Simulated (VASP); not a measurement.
# Cs in VASP: further runs

The runs below take Cs through electric field gradients, with PBE, PBEsol.

All numbers are computed with VASP 6.6.1; they aren't measurements. Logs are shortened: lines on timing, memory, paths and dates and some standing lists are left out, and cuts for length are marked.

## Step 1: The cell of the first run

Symmetry: R-3m, No. 166, trigonal system. The conventional cell has a = 8.634 Å, b = 8.634 Å, c = 5.130 Å, α = 90.00°, β = 90.00°, γ = 120.00°.

## Step 2: Electric field gradients, PBE (equal xy, yz and zx shear strains of -2 %)

Input file INCAR:

```
SYSTEM = Cs
PREC = Accurate
ENCUT = 520
EDIFF = 1E-8
ISMEAR = -1
SIGMA = 0.05
LREAL = .FALSE.
LASPH = .TRUE.
NELM = 100
ALGO = Normal
ISIF = 2
LWAVE = .FALSE.
LCHARG = .FALSE.
GGA = PE
LEFG = .TRUE.
NBANDS = 10
```

Input file KPOINTS:

```
Automatic mesh
0
G
  9 9 9
  0 0 0
```

Input file POSCAR:

```
Cs
1.0
   -3.0829500000      3.0225000000      3.0225000000
    3.0225000000     -3.0829500000      3.0225000000
    3.0225000000      3.0225000000     -3.0829500000
Cs
1
Direct
    0.0000000000      0.0000000000      0.0000000000
```

Potentials or basis: VASP PAW PBE potentials, release 64 (Cs_sv).

Command:

```
cat potpaw_PBE.64/Cs_sv/POTCAR > POTCAR
mpirun -np 1 vasp_std > vasp.out
```

OUTCAR:

```text
SYSTEM = Cs
   PREC = Accurate
   ENCUT = 520
   EDIFF = 1E-8
   ISMEAR = -1
   LREAL = .FALSE.
   LASPH = .TRUE.
   NELM = 100
   ISIF = 2
   GGA = PE

 ion  position               nearest neighbor table
   1  0.000  0.000  0.000-

  LATTYP: Found a trigonal (rhomboedric) cell.
 ALAT       =     5.2702555159
 COS(alpha) =    -0.3420602552

  Lattice vectors:

 A1 = (  -3.0829500000,   3.0225000000,   3.0225000000)
 A2 = (   3.0225000000,  -3.0829500000,   3.0225000000)
 A3 = (   3.0225000000,   3.0225000000,  -3.0829500000)

Analysis of symmetry for initial positions (statically):
=====================================================================
 Subroutine PRICEL returns:
 Original cell was already a primitive cell.

 Routine SETGRP: Setting up the symmetry group for a
 trigonal (rhombohedral) supercell.

 Subroutine GETGRP returns: Found 12 space group operations
 (whereof 12 operations were pure point group operations)
 out of a pool of 12 trial point group operations.

The static configuration has the point symmetry D_3d.

Analysis of symmetry for dynamics (positions and initial velocities):
=====================================================================
 Subroutine PRICEL returns:
 Original cell was already a primitive cell.

 Routine SETGRP: Setting up the symmetry group for a
 trigonal (rhombohedral) supercell.

 Subroutine GETGRP returns: Found 12 space group operations
 (whereof 12 operations were pure point group operations)
 out of a pool of 12 trial point group operations.

The dynamic configuration has the point symmetry D_3d.

 Subroutine INISYM returns: Found 12 space group operations
 (whereof 12 operations are pure point group operations),
 and found     1 'primitive' translations

----------------------------------------------------------------------------------------

                                     Primitive cell

  volume of cell :     110.4149

  direct lattice vectors                    reciprocal lattice vectors
[... 120 lines left out ...]
   NGX = 19   NGY = 19   NGZ = 19

 number of electron       9.0000000 magnetization

 Free energy of the ion-electron system (eV)
  ---------------------------------------------------
  ext. energy  EPLUGINS =         0.00000000
  ---------------------------------------------------
  free energy    TOTEN  =        -0.85425497 eV

  energy without entropy =       -0.84448588  energy(sigma->0) =       -0.84937043

 E-fermi :   0.5593     XC(G=0):  -5.5105

 val. band max:        0.5575110079   @ k =  -0.2222   0.4444   0.1111
 cond. band min:       0.5823613006   @ k =  -0.2222  -0.3333   0.1111
 fundamental gap:      0.0248502927
 Fermi energy:         0.5592757497

 k-point     1 :       0.0000    0.0000    0.0000
  band No.  band energies     occupation
      1     -23.2800      2.00000
      2     -10.0184      2.00000
      3     -10.0184      2.00000
      4     -10.0113      2.00000
      5      -1.1619      2.00000
      6       2.9878      0.00000
      7       3.1091      0.00000
      8       3.1091      0.00000
      9       3.9732      0.00000
     10       3.9732      0.00000
[... 287 lines left out ...]
 k-point    24 :       0.4444    0.4444    0.0000
  band No.  band energies     occupation
      1     -23.2721      2.00000
      2     -10.1626      2.00000
      3     -10.0694      2.00000
      4     -10.0242      2.00000
      5       0.6715      0.19174
      6       1.4180      0.00000
      7       2.1509      0.00000
      8       3.6973      0.00000
      9       4.4646      0.00000
     10       5.0590      0.00000

 [... further k-points ...]

------------------------ aborting loop because EDIFF is reached ----------------------------------------

  FORCE on cell =-STRESS in cart. coord.  units (eV):
  Direction    XX          YY          ZZ          XY          YZ          ZX
  --------------------------------------------------------------------------------------
  -------------------------------------------------------------------------------------
  Total        0.0797881      0.0797881      0.0797881      0.0267727      0.0267727      0.0267727
  in kB        1.1577662      1.1577662      1.1577662      0.3884850      0.3884850      0.3884850
  external PRESSURE =       1.1577662 kB  Pullay stress =       0.0000000 kB

 VOLUME and BASIS-vectors are now :
 -----------------------------------------------------------------------------
  energy-cutoff  :      520.00
  volume of cell :      110.41
      direct lattice vectors                 reciprocal lattice vectors
    -3.082950000  3.022500000  3.022500000     0.003342614  0.167130705  0.167130705
     3.022500000 -3.082950000  3.022500000     0.167130705  0.003342614  0.167130705
     3.022500000  3.022500000 -3.082950000     0.167130705  0.167130705  0.003342614

 POSITION                                       TOTAL-FORCE (eV/Angst)
 -----------------------------------------------------------------------------------
      0.00000      0.00000      0.00000        -0.000000     -0.000000     -0.000000
 -----------------------------------------------------------------------------------
    total drift:                               -0.000000      0.000000     -0.000000

  FREE ENERGIE OF THE ION-ELECTRON SYSTEM (eV)
  ---------------------------------------------------
  free  energy   TOTEN  =        -0.8542549666 eV

  energy  without entropy=       -0.8444858845  energy(sigma->0) =       -0.84937043

 Electric field gradients (V/A^2)
---------------------------------------------------------------------
 ion       V_xx      V_yy      V_zz      V_xy      V_xz      V_yz
---------------------------------------------------------------------
   1      -0.000     0.000    -0.000     1.090     1.090     1.090
---------------------------------------------------------------------

 Electric field gradients after diagonalization (V/A^2)
 (convention: |V_zz| > |V_xx| > |V_yy|)
----------------------------------------------------------------------
 ion       V_xx      V_yy      V_zz     asymmetry (V_yy - V_xx)/ V_zz
----------------------------------------------------------------------
   1      -1.090    -1.090     2.180       0.000
----------------------------------------------------------------------

           NMR quadrupolar parameters

 Cq : quadrupolar parameter    Cq=e*Q*V_zz/h
 eta: asymmetry parameters     (V_yy - V_xx)/ V_zz
 Q  : nuclear electric quadrupole moment in mb (millibarn)
----------------------------------------------------------------------
 ion       Cq(MHz)       eta       Q (mb)
----------------------------------------------------------------------
   1       0.005       0.000       1.000
----------------------------------------------------------------------
```

OSZICAR:

```text
N       E                     dE             d eps       ncg     rms          rms(c)
DAV:   1     0.514695129990E+02    0.51470E+02   -0.29257E+03  1700   0.626E+02
DAV:   2     0.397714910280E+01   -0.47492E+02   -0.46634E+02  2248   0.108E+02
DAV:   3    -0.787608611597E+00   -0.47648E+01   -0.47591E+01  1976   0.398E+01
DAV:   4    -0.852818148268E+00   -0.65210E-01   -0.65195E-01  2164   0.547E+00
DAV:   5    -0.853114408657E+00   -0.29626E-03   -0.29625E-03  2318   0.334E-01    0.133E-01
DAV:   6    -0.853364513538E+00   -0.25010E-03   -0.15370E-03  2224   0.189E-01    0.895E-02
DAV:   7    -0.854138501033E+00   -0.77399E-03   -0.33935E-03  1874   0.290E-01    0.383E-02
DAV:   8    -0.854253721087E+00   -0.11522E-03   -0.13640E-04  1920   0.736E-02    0.416E-03
DAV:   9    -0.854255497891E+00   -0.17768E-05   -0.39362E-06  2642   0.107E-02    0.292E-03
DAV:  10    -0.854254784786E+00    0.71310E-06   -0.82920E-07  1948   0.479E-03    0.432E-04
DAV:  11    -0.854254893943E+00   -0.10916E-06   -0.18369E-08  2252   0.869E-04    0.195E-04
DAV:  12    -0.854254967340E+00   -0.73397E-07   -0.71860E-09  1882   0.435E-04    0.413E-05
DAV:  13    -0.854254966584E+00    0.75579E-09   -0.16332E-10   978   0.746E-05
   1 F= -.85425497E+00 E0= -.84937043E+00  d E =-.976908E-02
```

stdout:

```text
POSCAR found type information on POSCAR Cs
 POSCAR found :  1 types and       1 ions
 scaLAPACK will be used
 LDA part: xc-table for (Slater+PW92), standard interpolation
 POSCAR, INCAR and KPOINTS ok, starting setup
 FFT: planning ... GRIDC
 FFT: planning ... GRID_SOFT
 FFT: planning ... GRID
 WAVECAR not read
 entering main loop
ion   1
```

It took 34 s on 1 thread of Intel Xeon 6975P-C (Granite Rapids), shared host; peak memory 0.28 GiB.

Results:

| Quantity | Value |
| --- | --- |
| Free energy | -0.8543 eV |
| Pressure | 0.1 GPa |
| Band gap on the k mesh | zero (an odd number of electrons rules out a gap without spin polarisation) |
| Largest electric field gradient by atom | Cs +2.2 V/Å² |

Levels at points of the mesh, in eV from the Fermi level:
```tsv
k point	band 1	band 2	band 3	band 4	band 5	band 6	band 7	band 8
(0.00, 0.00, 0.00)	-23.84	-10.58	-10.58	-10.57	-1.72	2.43	2.55	2.55
```

Electric field gradients, principal values (V/Å²):
```tsv
atom	least	middle	greatest (by size)
1 Cs	-1.090	-1.090	2.180
```

Caveat: the cell differs from its parent crystal (equal xy, yz and zx shear strains of -2 %); without QUAD_EFG the Cq values of the log hold for a quadrupole moment of 1 mb, not for the nuclei; spin-orbit coupling is left out, which moves the levels of the heavy elements.

## Step 3: Electric field gradients, PBEsol

Input file INCAR:

```
SYSTEM = Cs
PREC = Accurate
ENCUT = 520
EDIFF = 1E-8
ISMEAR = -1
SIGMA = 0.05
LREAL = .False.
LASPH = .True.
NELM = 100
ALGO = Normal
ISIF = 2
LWAVE = .False.
LCHARG = .False.
GGA = PS
LEFG = .True.
NBANDS = 10
```

Input file KPOINTS:

```
Automatic mesh
0
Gamma
  9 9 9
  0 0 0
```

Input file POSCAR:

```
Cs
1.0
   -3.0225000000      3.0225000000      3.0225000000
    3.0225000000     -3.0225000000      3.0225000000
    3.0225000000      3.0225000000     -3.0225000000
Cs
1
Direct
    0.0000000000      0.0000000000      0.0000000000
```

Potentials or basis: VASP PAW PBE potentials, release 64 (Cs_sv).

Command:

```
cat potpaw_PBE.64/Cs_sv/POTCAR > POTCAR
mpirun -np 1 vasp_std > vasp.out
```

OUTCAR:

```text
SYSTEM = Cs
   PREC = Accurate
   ENCUT = 520
   EDIFF = 1E-8
   ISMEAR = -1
   LREAL = .False.
   LASPH = .True.
   NELM = 100
   ISIF = 2
   GGA = PS

 ion  position               nearest neighbor table
   1  0.000  0.000  0.000-

  LATTYP: Found a body centered cubic cell.
 ALAT       =     6.0450000000

  Lattice vectors:

 A1 = (  -3.0225000000,   3.0225000000,   3.0225000000)
 A2 = (   3.0225000000,  -3.0225000000,   3.0225000000)
 A3 = (   3.0225000000,   3.0225000000,  -3.0225000000)

Analysis of symmetry for initial positions (statically):
=====================================================================
 Subroutine PRICEL returns:
 Original cell was already a primitive cell.

 Routine SETGRP: Setting up the symmetry group for a
 body centered cubic supercell.

 Subroutine GETGRP returns: Found 48 space group operations
 (whereof 48 operations were pure point group operations)
 out of a pool of 48 trial point group operations.

The static configuration has the point symmetry O_h .

Analysis of symmetry for dynamics (positions and initial velocities):
=====================================================================
 Subroutine PRICEL returns:
 Original cell was already a primitive cell.

 Routine SETGRP: Setting up the symmetry group for a
 body centered cubic supercell.

 Subroutine GETGRP returns: Found 48 space group operations
 (whereof 48 operations were pure point group operations)
 out of a pool of 48 trial point group operations.

The dynamic configuration has the point symmetry O_h .

 Subroutine INISYM returns: Found 48 space group operations
 (whereof 48 operations are pure point group operations),
 and found     1 'primitive' translations
[... 156 lines left out ...]
      8       2.9963      0.00000
      9       3.8986      0.00000
     10       3.8986      0.00000
[... 287 lines left out ...]
 k-point    24 :      -0.4444   -0.4444    0.1111
  band No.  band energies     occupation
      1     -23.3410      2.00000
      2     -10.2062      2.00000
      3     -10.1395      2.00000
      4     -10.0887      2.00000
      5       0.8693      0.00071
      6       1.3141      0.00000
      7       2.1008      0.00000
      8       3.1441      0.00000
      9       4.1602      0.00000
     10       4.9478      0.00000

 [... further k-points ...]

------------------------ aborting loop because EDIFF is reached ----------------------------------------

  FORCE on cell =-STRESS in cart. coord.  units (eV):
  Direction    XX          YY          ZZ          XY          YZ          ZX
  --------------------------------------------------------------------------------------
  -------------------------------------------------------------------------------------
  Total       -0.0293168     -0.0293168     -0.0293168     -0.0000000      0.0000000     -0.0000000
  in kB       -0.4252731     -0.4252731     -0.4252731     -0.0000000      0.0000000     -0.0000000
  external PRESSURE =      -0.4252731 kB  Pullay stress =       0.0000000 kB

 VOLUME and BASIS-vectors are now :
 -----------------------------------------------------------------------------
  energy-cutoff  :      520.00
  volume of cell :      110.45
      direct lattice vectors                 reciprocal lattice vectors
    -3.022500000  3.022500000  3.022500000     0.000000000  0.165425972  0.165425972
     3.022500000 -3.022500000  3.022500000     0.165425972  0.000000000  0.165425972
     3.022500000  3.022500000 -3.022500000     0.165425972  0.165425972  0.000000000

 POSITION                                       TOTAL-FORCE (eV/Angst)
 -----------------------------------------------------------------------------------
      0.00000      0.00000      0.00000         0.000000     -0.000000     -0.000000
 -----------------------------------------------------------------------------------
    total drift:                               -0.000000      0.000000     -0.000000

  FREE ENERGIE OF THE ION-ELECTRON SYSTEM (eV)
  ---------------------------------------------------
  free  energy   TOTEN  =        -0.9487637041 eV

  energy  without entropy=       -0.9390132993  energy(sigma->0) =       -0.94388850

 Electric field gradients (V/A^2)
---------------------------------------------------------------------
 ion       V_xx      V_yy      V_zz      V_xy      V_xz      V_yz
---------------------------------------------------------------------
   1      -0.000     0.000     0.000    -0.000    -0.000    -0.000
---------------------------------------------------------------------

 Electric field gradients after diagonalization (V/A^2)
 (convention: |V_zz| > |V_xx| > |V_yy|)
----------------------------------------------------------------------
 ion       V_xx      V_yy      V_zz     asymmetry (V_yy - V_xx)/ V_zz
----------------------------------------------------------------------
   1       0.000     0.000    -0.001       0.000
----------------------------------------------------------------------

           NMR quadrupolar parameters

 Cq : quadrupolar parameter    Cq=e*Q*V_zz/h
 eta: asymmetry parameters     (V_yy - V_xx)/ V_zz
 Q  : nuclear electric quadrupole moment in mb (millibarn)
----------------------------------------------------------------------
 ion       Cq(MHz)       eta       Q (mb)
----------------------------------------------------------------------
   1      -0.000       0.000       1.000
----------------------------------------------------------------------
```

OSZICAR:

```text
N       E                     dE             d eps       ncg     rms          rms(c)
DAV:   1     0.517618339312E+02    0.51762E+02   -0.30144E+03   700   0.630E+02
DAV:   2     0.390540504291E+01   -0.47856E+02   -0.46174E+02   950   0.106E+02
DAV:   3    -0.883466231424E+00   -0.47889E+01   -0.47836E+01   816   0.395E+01
DAV:   4    -0.948385580332E+00   -0.64919E-01   -0.64910E-01   900   0.541E+00
DAV:   5    -0.948607891397E+00   -0.22231E-03   -0.22231E-03   936   0.290E-01    0.131E-01
DAV:   6    -0.948430039824E+00    0.17785E-03   -0.11506E-03   932   0.165E-01    0.912E-02
DAV:   7    -0.948708097655E+00   -0.27806E-03   -0.30405E-03   886   0.283E-01    0.330E-02
DAV:   8    -0.948762841869E+00   -0.54744E-04   -0.95654E-05   776   0.660E-02    0.513E-03
DAV:   9    -0.948764163541E+00   -0.13217E-05   -0.31041E-06  1034   0.934E-03    0.290E-03
DAV:  10    -0.948763631725E+00    0.53182E-06   -0.64676E-07   802   0.419E-03    0.407E-04
DAV:  11    -0.948763674262E+00   -0.42537E-07   -0.15375E-08   834   0.792E-04    0.200E-04
DAV:  12    -0.948763704225E+00   -0.29963E-07   -0.42664E-09   758   0.356E-04    0.236E-05
DAV:  13    -0.948763704091E+00    0.13370E-09   -0.84860E-11   396   0.488E-05
   1 F= -.94876370E+00 E0= -.94388850E+00  d E =-.975040E-02
```

stdout:

```text
POSCAR found type information on POSCAR Cs
 POSCAR found :  1 types and       1 ions
 scaLAPACK will be used
 -----------------------------------------------------------------------------
|                                                                             |
|                                                                             |
|     You enforced a specific xc type in the INCAR file but a different       |
|     I HOPE YOU KNOW WHAT YOU ARE DOING!                                     |
|                                                                             |
 -----------------------------------------------------------------------------

 LDA part: xc-table for (Slater+PW92), standard interpolation
 POSCAR, INCAR and KPOINTS ok, starting setup
 FFT: planning ... GRIDC
 FFT: planning ... GRID_SOFT
 FFT: planning ... GRID
 WAVECAR not read
 entering main loop
ion   1
```

It took 23 s on 1 thread of Intel Xeon Platinum 8559C (Emerald Rapids), shared host; peak memory 0.24 GiB.

What came out:

```
Free energy                             : -0.9488 eV
Pressure                                : 0.0 GPa
Band gap on the k mesh                  : zero (an odd number of electrons rules out a gap without spin polarisation)
Largest electric field gradient by atom : zero within the noise of the run
```

Caveat: the PAW data sets were made with another functional, which shifts forces and pressure a little; spin-orbit coupling is left out, which moves the levels of the heavy elements.
